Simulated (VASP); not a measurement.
# CuI (P4/nmm) in VASP: a series of runs, part 2 of 2

VASP 6.6.1. The steps go on from the part before.

### 3 Single point, PBEsol

Input file INCAR:

```
  PREC = Accurate
  ENCUT = 520
  EDIFF = 1E-6
  ISMEAR = 0
  SIGMA = 0.02
  LREAL = False
  LASPH = True
  NELM = 60
  ALGO = Normal
  ISIF = 2
  LWAVE = False
  LCHARG = False
  GGA = PS
  NBANDS = 26
```

Input file KPOINTS:

```
regular mesh
0
Gamma
  8 8 4
```

Input file POSCAR:

```
CuI
1.0
    4.1620610390      0.0000000000      0.0000000000
    0.0000000000      4.1620610390      0.0000000000
    0.0000000000      0.0000000000      6.7397419648
Cu I
2 2
Direct
    0.5000000000      0.5000000000      0.0000000000
    0.0000000000      0.0000000000      0.0000000000
    0.5000000000      0.0000000000      0.2395903156
    0.0000000000      0.5000000000      0.7604096844
```

Potentials or basis: VASP PAW PBE potentials, release 64 (Cu, I).

Launch:

```bash
cat potpaw_PBE.64/Cu/POTCAR potpaw_PBE.64/I/POTCAR > POTCAR
mpirun -np 1 vasp_std > vasp.out
```

OUTCAR:

```text
PREC = Accurate
   ENCUT = 520
   EDIFF = 1E-6
   ISMEAR = 0
   LREAL = False
   LASPH = True
   NELM = 60
   ISIF = 2
   GGA = PS

 ion  position               nearest neighbor table
   1  0.500  0.500  0.000-   3 2.63   4 2.63   3 2.63   4 2.63
   2  0.000  0.000  0.000-   3 2.63   4 2.63   4 2.63   3 2.63
   3  0.500  0.000  0.240-   1 2.63   2 2.63   1 2.63   2 2.63
   4  0.000  0.500  0.760-   1 2.63   2 2.63   2 2.63   1 2.63

  LATTYP: Found a simple tetragonal cell.
 ALAT       =     4.1620610390
 C/A-ratio  =     1.6193279968

  Lattice vectors:

 A1 = (   4.1620610390,   0.0000000000,   0.0000000000)
 A2 = (   0.0000000000,   4.1620610390,   0.0000000000)
 A3 = (   0.0000000000,   0.0000000000,   6.7397419648)

Analysis of symmetry for initial positions (statically):
=====================================================================
 Subroutine PRICEL returns:
 Original cell was already a primitive cell.

 Routine SETGRP: Setting up the symmetry group for a
 simple tetragonal supercell.

 Subroutine GETGRP returns: Found 16 space group operations
 (whereof  8 operations were pure point group operations)
 out of a pool of 16 trial point group operations.

The static configuration has the point symmetry D_2d.
 The point group associated with its full space group is D_4h.

Analysis of symmetry for dynamics (positions and initial velocities):
=====================================================================
 Subroutine PRICEL returns:
 Original cell was already a primitive cell.

 Routine SETGRP: Setting up the symmetry group for a
 simple tetragonal supercell.

 Subroutine GETGRP returns: Found 16 space group operations
[... 121 lines left out ...]
   EMIN   =  10.00;   EMAX   =-10.00  energy-range for DOS
   EFERMI =   0.00;   METHOD = LEGACY
   ISMEAR =     0;   SIGMA  =   0.02  broadening in eV -4-tet -1-fermi 0-gaus
   EFERMI_NEDOS =   21; number of points for ismear=-14 and -15
   IALGO  =     38    algorithm
   IMIX   =      4    mixing-type and parameters
     AMIX     =   0.40;   BMIX     =  1.00
     AMIX_MAG =   1.60;   BMIX_MAG =  1.00
  volume/ion in A,a.u.               =      29.19       196.97
  Fermi-wavevector in a.u.,A,eV,Ry     =   1.106001  2.090039 16.643173  1.223239
  Thomas-Fermi vector in A             =   2.242496
   LORBIT       =      0    0 simple, 1 ext, 2 COOP (PROOUT), +10 PAW based schemes
   GGA     = PS    functional components
   LHFCALC =     F    Hartree Fock is set to
   AEXX    =    0.0000 exact exchange contribution
   IVDW    =     0    specifies the selected vdW correction
   LEPSILON=     F    determine dielectric tensor
   LRPA    =     F    only Hartree local field effects (RPA)
 non-spin polarized calculation
 Gauss-broadening in eV      SIGMA  =   0.02
  energy-cutoff  :      520.00
  volume of cell :      116.75
 maximum number of plane-waves:      3169
 NGX is ok and might be reduce to    32
   NGX = 15   NGY = 15   NGZ = 25

 number of electron      36.0000005 magnetization

 Free energy of the ion-electron system (eV)
  ---------------------------------------------------
  ext. energy  EPLUGINS =         0.00000000
  ---------------------------------------------------
  free energy    TOTEN  =       -12.59113742 eV

  energy without entropy =      -12.59113742  energy(sigma->0) =      -12.59113742

 E-fermi :   3.8613     XC(G=0):  -8.7672

 val. band max:        3.7086405560   @ k =   0.0000   0.0000   0.0000
 cond. band min:       5.3234243732   @ k =   0.0000   0.0000   0.0000
 fundamental gap:      1.6147838173
 Fermi energy:         3.8613352324

 k-point     1 :       0.0000    0.0000    0.0000
  band No.  band energies     occupation
      1     -10.1615      2.00000
      2      -9.5249      2.00000
      3      -1.8373      2.00000
      4      -0.0974      2.00000
      5       0.0800      2.00000
      6       0.0800      2.00000
[... 685 lines left out ...]
     25      10.8204      0.00000
     26      10.8204      0.00000

 [... further k-points ...]

------------------------ aborting loop because EDIFF is reached ----------------------------------------

  FORCE on cell =-STRESS in cart. coord.  units (eV):
  Direction    XX          YY          ZZ          XY          YZ          ZX
  --------------------------------------------------------------------------------------
  -------------------------------------------------------------------------------------
  Total       -1.1861534     -1.1861534     -0.1887315      0.0000000      0.0000000     -0.0000000
  in kB      -16.2776343    -16.2776343     -2.5899706      0.0000000      0.0000000     -0.0000000
  external PRESSURE =     -11.7150797 kB  Pullay stress =       0.0000000 kB

 VOLUME and BASIS-vectors are now :
 -----------------------------------------------------------------------------
  energy-cutoff  :      520.00
  volume of cell :      116.75
      direct lattice vectors                 reciprocal lattice vectors
     4.162061039  0.000000000  0.000000000     0.240265578  0.000000000  0.000000000
     0.000000000  4.162061039  0.000000000     0.000000000  0.240265578  0.000000000
     0.000000000  0.000000000  6.739741965     0.000000000  0.000000000  0.148373633

 POSITION                                       TOTAL-FORCE (eV/Angst)
 -----------------------------------------------------------------------------------
      2.08103      2.08103      0.00000         0.000000      0.000000     -0.000000
      0.00000      0.00000      0.00000         0.000000     -0.000000     -0.000000
      2.08103      0.00000      1.61478        -0.000000      0.000000      0.020494
      0.00000      2.08103      5.12497         0.000000     -0.000000     -0.020494
 -----------------------------------------------------------------------------------
    total drift:                                0.000000     -0.000000     -0.000000

  FREE ENERGIE OF THE ION-ELECTRON SYSTEM (eV)
  ---------------------------------------------------
  free  energy   TOTEN  =       -12.5911374243 eV

  energy  without entropy=      -12.5911374243  energy(sigma->0) =      -12.59113742
```

stdout:

```text
POSCAR found type information on POSCAR CuI
 POSCAR found :  2 types and       4 ions
 scaLAPACK will be used
 -----------------------------------------------------------------------------
|                                                                             |
|                                                                             |
|     You enforced a specific xc type in the INCAR file but a different       |
|     I HOPE YOU KNOW WHAT YOU ARE DOING!                                     |
|                                                                             |
 -----------------------------------------------------------------------------

 LDA part: xc-table for (Slater+PW92), standard interpolation
 POSCAR, INCAR and KPOINTS ok, starting setup
 FFT: planning ... GRIDC
 FFT: planning ... GRID_SOFT
 FFT: planning ... GRID
 WAVECAR not read
 entering main loop
```

It took 2.8 min on 1 thread of Oxide Virtual Turin-like, shared host; peak memory 0.25 GiB.

Results:

| Property | Result |
| --- | --- |
| Free energy | -12.5911 eV |
| Pressure | -1.2 GPa |
| Largest force | 0.020 eV/Å |
| Band gap on the k mesh | 1.61 eV |

Forces in eV/Å, atoms in the order of the input:
```
Cu   0.000  0.000  0.000
Cu   0.000  0.000  0.000
I    0.000  0.000  0.020
I    0.000  0.000 -0.020
```

Caveat: the PAW data sets were made with another functional, which shifts forces and pressure a little; spin-orbit coupling is left out, which moves the levels of the heavy elements; this functional lacks dispersion, which binds layers or chains, so the pressure and a relaxed spacing across them are unreliable.
